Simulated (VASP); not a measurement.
# MgB2 (P6/mmm) in VASP: notebook, part 3 of 3

VASP 6.6.1. The steps go on from the part before.

### Step 4. Relaxation of cell and atoms, PBEsol

This run uses another cell than the first one, of 9.68 Å³/atom.

Input file INCAR:

```
PREC = Accurate ; ENCUT = 600
EDIFF = 1E-6 ; ISMEAR = -1
SIGMA = 0.1 ; LREAL = False
LASPH = True ; NELM = 80
ALGO = Normal ; ISIF = 3
LWAVE = False ; LCHARG = False
GGA = PS ; IBRION = 2
NSW = 100 ; EDIFFG = -0.002
```

Input file KPOINTS:

```
Automatic mesh
0
Gamma
  16 16 12
```

Input file POSCAR:

```
MgB2
1.0
    3.0850000000      0.0000000000      0.0000000000
   -1.5425000000      2.6716883707      0.0000000000
    0.0000000000      0.0000000000      3.5230000000
Mg B
1 2
Direct
    0.0000000000      0.0000000000      0.0000000000
    0.3333333333      0.6666666667      0.5000000000
    0.6666666667      0.3333333333      0.5000000000
```

Potentials or basis: VASP PAW PBE potentials, release 64 (Mg, B).

Run with:

```bash
> cat potpaw_PBE.64/Mg/POTCAR potpaw_PBE.64/B/POTCAR > POTCAR
> mpirun -np 1 vasp_std > vasp.out
```

OUTCAR:

```text
PREC = Accurate
   ENCUT = 600
   EDIFF = 1E-6
   ISMEAR = -1
   LREAL = False
   LASPH = True
   NELM = 80
   ISIF = 3
   GGA = PS
   IBRION = 2
   NSW = 100
   EDIFFG = -0.002

 ion  position               nearest neighbor table
   1  0.000  0.000  0.000-   2 2.51   3 2.51   2 2.51   3 2.51   3 2.51   3 2.51   2 2.51   2 2.51
                             3 2.51   3 2.51   2 2.51   2 2.51
   2  0.333  0.667  0.500-   3 1.78   3 1.78   3 1.78   1 2.51   1 2.51   1 2.51   1 2.51   1 2.51
                             1 2.51
   3  0.667  0.333  0.500-   2 1.78   2 1.78   2 1.78   1 2.51   1 2.51   1 2.51   1 2.51   1 2.51
                             1 2.51

  LATTYP: Found a hexagonal cell.
 ALAT       =     3.0850000000
 C/A-ratio  =     1.1419773096

  Lattice vectors:

 A1 = (   3.0850000000,   0.0000000000,   0.0000000000)
 A2 = (  -1.5425000000,   2.6716883707,   0.0000000000)
 A3 = (   0.0000000000,   0.0000000000,   3.5230000000)

Analysis of symmetry for initial positions (statically):
=====================================================================
 Subroutine PRICEL returns:
 Original cell was already a primitive cell.

 Routine SETGRP: Setting up the symmetry group for a
 hexagonal supercell.

 Subroutine GETGRP returns: Found 24 space group operations
 (whereof 24 operations were pure point group operations)
 out of a pool of 24 trial point group operations.

The static configuration has the point symmetry D_6h.

Analysis of symmetry for dynamics (positions and initial velocities):
=====================================================================
 Subroutine PRICEL returns:
 Original cell was already a primitive cell.

 Routine SETGRP: Setting up the symmetry group for a
 hexagonal supercell.

 Subroutine GETGRP returns: Found 24 space group operations
 (whereof 24 operations were pure point group operations)
 out of a pool of 24 trial point group operations.

The dynamic configuration has the point symmetry D_6h.

 Subroutine INISYM returns: Found 24 space group operations
 (whereof 24 operations are pure point group operations),
 and found     1 'primitive' translations

----------------------------------------------------------------------------------------

                                     Primitive cell

  volume of cell :      29.0371

  direct lattice vectors                    reciprocal lattice vectors
     3.085000000  0.000000000  0.000000000     0.324149109  0.187147575  0.000000000
    -1.542500000  2.671688371  0.000000000     0.000000000  0.374295150  0.000000000
     0.000000000  0.000000000  3.523000000     0.000000000  0.000000000  0.283848992

  length of vectors
     3.085000000  3.085000000  3.523000000     0.374295150  0.374295150  0.283848992

  position of ions in fractional coordinates (direct lattice)
     0.000000000  0.000000000  0.000000000
     0.333333333  0.666666667  0.500000000
     0.666666667  0.333333333  0.500000000

  ion indices of the primitive-cell ions
   primitive index   ion index
                 1           1
                 2           2
                 3           3

----------------------------------------------------------------------------------------

 KPOINTS: Automatic mesh
[... 55 lines left out ...]
   ions per type =               1   2
   NGX,Y,Z   is equivalent  to a cutoff of  15.09, 15.09, 13.21 a.u.
   NGXF,Y,Z  is equivalent  to a cutoff of  30.18, 30.18, 26.43 a.u.
 SYSTEM =  unknown system
   PREC   = accura    normal or accurate (medium, high low for compatibility)
   ISTART =      0    job   : 0-new  1-cont  2-samecut
   ICHARG =      2    charge: 1-file 2-atom 10-const
   ISPIN  =      1    spin polarized calculation?
   LNONCOLLINEAR =      F non collinear calculations
   LSORBIT =      F    spin-orbit coupling
   LASPH  =      T    aspherical Exc in radial PAW
   ENCUT  =  600.0 eV  44.10 Ry    6.64 a.u.   6.16  6.16  7.04*2*pi/ulx,y,z
   NELM   =     80;   NELMIN=  2; NELMDL= -5     # of ELM steps
   EDIFF  = 0.1E-05   stopping-criterion for ELM
   LREAL  =      F    real-space projection
   EDIFFG = -.2E-02   stopping-criterion for IOM
   NSW    =    100    number of steps for IOM
   IBRION =      2    ionic relax: 0-MD 1-quasi-New 2-CG
   NFREE  =      1    steps in history (QN), initial steepest desc. (CG)
   ISIF   =      3    stress and relaxation
   ISYM   =      2    0-nonsym 1-usesym 2-fastsym
   POTIM  = 0.5000    time-step for ionic-motion
   TEBEG  =    0.0;   TEEND  =   0.0 temperature during run
   PSTRESS=    0.0 pullay stress
   NELECT =       8.0000    total number of electrons
   NUPDOWN=      -1.0000    fix difference up-down
   EMIN   =  10.00;   EMAX   =-10.00  energy-range for DOS
   EFERMI =   0.00;   METHOD = LEGACY
   ISMEAR =    -1;   SIGMA  =   0.10  broadening in eV -4-tet -1-fermi 0-gaus
   EFERMI_NEDOS =   21; number of points for ismear=-14 and -15
   IALGO  =     38    algorithm
   IMIX   =      4    mixing-type and parameters
     AMIX     =   0.40;   BMIX     =  1.00
     AMIX_MAG =   1.60;   BMIX_MAG =  1.00
  volume/ion in A,a.u.               =       9.68        65.32
  Fermi-wavevector in a.u.,A,eV,Ry     =   1.065255  2.013040 15.439462  1.134768
  Thomas-Fermi vector in A             =   2.200801
   LORBIT       =      0    0 simple, 1 ext, 2 COOP (PROOUT), +10 PAW based schemes
   GGA     = PS    functional components
   LHFCALC =     F    Hartree Fock is set to
   AEXX    =    0.0000 exact exchange contribution
   IVDW    =     0    specifies the selected vdW correction
   LEPSILON=     F    determine dielectric tensor
   LRPA    =     F    only Hartree local field effects (RPA)
 conjugate gradient relaxation of ions
 non-spin polarized calculation
  energy-cutoff  :      600.00
  volume of cell :       29.04
 maximum number of plane-waves:       986
 NGX is ok and might be reduce to    28
   NGX = 13   NGY = 13   NGZ = 15

--------------------------------------- Ionic step        1  -------------------------------------------

 number of electron       8.0000000 magnetization

 Free energy of the ion-electron system (eV)
  ---------------------------------------------------
  ext. energy  EPLUGINS =         0.00000000
  ---------------------------------------------------
  free energy    TOTEN  =       -16.23141753 eV

  energy without entropy =      -16.20889190  energy(sigma->0) =      -16.22015471

------------------------ aborting loop because EDIFF is reached ----------------------------------------

  FORCE on cell =-STRESS in cart. coord.  units (eV):
  Direction    XX          YY          ZZ          XY          YZ          ZX
  --------------------------------------------------------------------------------------
  -------------------------------------------------------------------------------------
  Total       -0.6229743     -0.6229743     -0.4682605      0.0000000     -0.0000000     -0.0000000
  in kB      -34.3737655    -34.3737655    -25.8371413      0.0000000     -0.0000000     -0.0000000
  external PRESSURE =     -31.5282241 kB  Pullay stress =       0.0000000 kB
[... 135 lines left out ...]
--------------------------------------- Ionic step        5  -------------------------------------------

 number of electron       8.0000000 magnetization

 Free energy of the ion-electron system (eV)
  ---------------------------------------------------
  ext. energy  EPLUGINS =         0.00000000
  ---------------------------------------------------
  free energy    TOTEN  =       -16.23743881 eV

  energy without entropy =      -16.21523785  energy(sigma->0) =      -16.22633833

 E-fermi :   5.3308     XC(G=0): -11.0784

 val. band max:        5.3208944124   @ k =   0.3750   0.0625   0.4167
 cond. band min:       5.3493418417   @ k =   0.4375   0.0000   0.3333
 fundamental gap:      0.0284474293
 Fermi energy:         5.3308285324

 k-point     1 :       0.0000    0.0000    0.0000
  band No.  band energies     occupation
      1      -7.1799      2.00000
      2       2.3876      2.00000
      3       5.7305      0.03610
      4       5.7305      0.03610
      5       7.0570      0.00000
      6      11.7020      0.00000
      7      11.7020      0.00000
      8      13.6696      0.00000
[... 243 lines left out ...]
 k-point    24 :       0.2500    0.1875    0.0000
  band No.  band energies     occupation
      1      -4.6943      2.00000
      2       0.2169      2.00000
      3       1.5958      2.00000
      4       4.7516      1.99392
      5       9.4705      0.00000
      6       9.9824      0.00000
      7      12.3731      0.00000
      8      13.4789      0.00000

 [... further k-points ...]

------------------------ aborting loop because EDIFF is reached ----------------------------------------

  FORCE on cell =-STRESS in cart. coord.  units (eV):
  Direction    XX          YY          ZZ          XY          YZ          ZX
  --------------------------------------------------------------------------------------
  -------------------------------------------------------------------------------------
  Total        0.0001716      0.0001716      0.0023377      0.0000000     -0.0000000      0.0000000
  in kB        0.0096743      0.0096743      0.1317642      0.0000000     -0.0000000      0.0000000
  external PRESSURE =       0.0503709 kB  Pullay stress =       0.0000000 kB
[... 18 lines left out ...]
  FREE ENERGIE OF THE ION-ELECTRON SYSTEM (eV)
  ---------------------------------------------------
  free  energy   TOTEN  =       -16.2374388102 eV

  energy  without entropy=      -16.2152378544  energy(sigma->0) =      -16.22633833

 reached required accuracy - stopping structural energy minimisation
```

OSZICAR:

```text
N       E                     dE             d eps       ncg     rms          rms(c)
DAV:   1     0.733491043142E+01    0.73349E+01   -0.42677E+03  3520   0.947E+02
DAV:   2    -0.174747654282E+02   -0.24810E+02   -0.23920E+02  4792   0.119E+02
DAV:   3    -0.178119948055E+02   -0.33723E+00   -0.33405E+00  4352   0.165E+01
[... 30 lines left out ...]
       N       E                     dE             d eps       ncg     rms          rms(c)
DAV:   1    -0.162374570319E+02   -0.31656E-04   -0.67230E-04  4696   0.201E-01    0.165E-02
DAV:   2    -0.162374410385E+02    0.15993E-04   -0.36070E-05  4616   0.378E-02    0.613E-03
DAV:   3    -0.162374388411E+02    0.21974E-05   -0.92420E-06  4080   0.170E-02    0.114E-03
DAV:   4    -0.162374388102E+02    0.30968E-07   -0.26176E-07  2000   0.412E-03
   5 F= -.16237439E+02 E0= -.16226338E+02  d E =-.192673E-03
```

CONTCAR:

```text
MgB2
   1.00000000000000
     3.0648622616520367    0.0000000000000000   -0.0000000000000000
    -1.5324311308260183    2.6542485777154092   -0.0000000000000000
    -0.0000000000000000   -0.0000000000000000    3.4942759686678437
  Mg              B
     1     2
Direct
     0.0000000000000000    0.0000000000000000    0.0000000000000000
     0.3333333332999970    0.6666666667000030    0.5000000000000000
     0.6666666667000030    0.3333333332999970    0.5000000000000000

  0.00000000E+00  0.00000000E+00  0.00000000E+00
  0.00000000E+00  0.00000000E+00  0.00000000E+00
  0.00000000E+00  0.00000000E+00  0.00000000E+00
```

Run time: 2.8 min. Hardware: 1 thread of Intel Xeon 8259CL, shared host; peak memory 0.22 GiB.

What came out:

- Free energy: -16.2374 eV
- Relaxed volume: 9.48 Å³/atom
- Relaxed cell: a = 3.065 Å, b = 3.065 Å, c = 3.494 Å, α = 90.00°, β = 90.00°, γ = 120.00°
- Space group after relaxing (to 0.1 Å): P6/mmm (No. 191)
- Energy gained by relaxing: 2.0 meV/atom
- Ionic steps: 5
- Pressure after relaxing: 0.0 GPa
- Band gap on the k mesh: zero (bands 4 and 5 overlap by 3.05 eV)

Step by step:
```tsv
step	energy change (eV)	largest force (eV/Å)	pressure (GPa)	volume (Å³)
1	0.0000	0.0000	-3.15	29.04
2	-0.0049	0.0000	1.21	28.24
3	-0.0058	0.0000	-0.05	28.46
4	-0.0060	0.0000	-0.01	28.44
5	-0.0060	0.0000	0.01	28.43
```

Final structure:
```cif
data_structure
_symmetry_space_group_name_H-M 'P 1'
_symmetry_Int_Tables_number 1
_cell_length_a 3.0649
_cell_length_b 3.0649
_cell_length_c 3.4943
_cell_angle_alpha 90.000
_cell_angle_beta 90.000
_cell_angle_gamma 120.000
_cell_volume 28.43
loop_
_atom_site_label
_atom_site_type_symbol
_atom_site_fract_x
_atom_site_fract_y
_atom_site_fract_z
_atom_site_occupancy
Mg1 Mg 0.00000 0.00000 0.00000 1
B1 B 0.33333 0.66667 0.50000 1
B2 B 0.66667 0.33333 0.50000 1
```

Levels at points of the mesh, in eV from the Fermi level:
| k point | band 1 | band 2 | band 3 | band 4 | band 5 | band 6 | band 7 | band 8 |
| --- | --- | --- | --- | --- | --- | --- | --- | --- |
| (0.00, 0.00, 0.00) | -12.51 | -2.94 | 0.40 | 0.40 | 1.73 | 6.37 | 6.37 | 8.34 |
| (0.50, 0.00, 0.00) | -8.56 | -7.90 | -2.18 | 0.24 | 3.15 | 3.89 | 5.44 | 7.32 |
| (0.00, 0.00, 0.50) | -11.19 | -7.52 | 0.79 | 0.79 | 6.69 | 6.69 | 8.08 | 10.19 |
| (0.50, 0.00, 0.50) | -7.54 | -6.97 | -3.61 | -1.89 | -1.31 | 5.83 | 8.93 | 9.01 |

Caveat: the PAW data sets were made with another functional, which shifts forces and pressure a little.

### Step 5. Summary

| cell | gap on the mesh (eV) | pressure (GPa) |
| --- | --- | --- |
| relaxed to 10 GPa from a = 3.065, b = 3.065, c = 3.497 Å, angles 90.0, 90.0, 120.0°, 3 atoms | none | 10.0 |
| relaxed to 15 GPa from a = 3.065, b = 3.065, c = 3.497 Å, angles 90.0, 90.0, 120.0°, 3 atoms | none | 15.0 |
| relaxed from a = 3.085, b = 3.085, c = 3.523 Å, angles 90.0, 90.0, 120.0°, 3 atoms | none | 0.0 |

Alike in all rows: task relaxation of cell and atoms; level PBEsol; potentials or basis VASP PAW PBE potentials, release 64 (Mg, B); no spin polarisation; k mesh 16 × 16 × 12; cutoff (eV) 600; smearing fermi-dirac 0.1 eV.

Caveats: the PAW data sets were made with another functional, which shifts forces and pressure a little; the cell is relaxed towards a set pressure, so the run minimises the enthalpy, not the energy (at least some runs).

Total energies depend on the potentials used, so only differences within one code and one set of settings carry meaning.

The gap in the log of VASP goes by the Fermi energy; the results here count the filled bands.